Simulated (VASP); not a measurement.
Si (a cell with a defect), 17 atoms in the cell. The cell holds a defect, 17 atoms: a = 7.679 Å, b = 7.679 Å, c = 7.679 Å, α = 60.00°, β = 60.00°, γ = 60.00°. 

| Property | Result |
| --- | --- |
| Program | VASP 6.6.1 |
| Task | single point |
| Functional | LDA |
| Potentials or basis | VASP PAW LDA potentials, release 64 (Si) |
| Cutoff | 520 eV |
| k mesh | 2 × 2 × 2 |
| Occupations | gaussian, width 0.05 eV |
| Spin | no spin polarisation |
| Dipole correction | no |
| Further INCAR settings | LREAL = Auto; ALGO = Normal; EDIFF = 1e-06; NBANDS = 48 |

Potentials or basis: VASP PAW LDA potentials, release 64 (Si).

The run is started by

```sh
$ cat potpaw_LDA.64/Si/POTCAR > POTCAR
$ mpirun -np 1 vasp_std > vasp.out
```

Hardware: 1 thread of Intel(R) Xeon(R) Platinum 8259CL CPU @ 2.50GHz (Skylake/Cascade Lake) (shared host).

**Question.** Estimate the wall time of this run.

**Answer.** Run time: 3 min on 1 thread of Intel(R) Xeon(R) Platinum 8259CL CPU @ 2.50GHz (Skylake/Cascade Lake), with other jobs on the host, peak memory 0.37 GiB. Counts: scf iterations 13, k points 8.
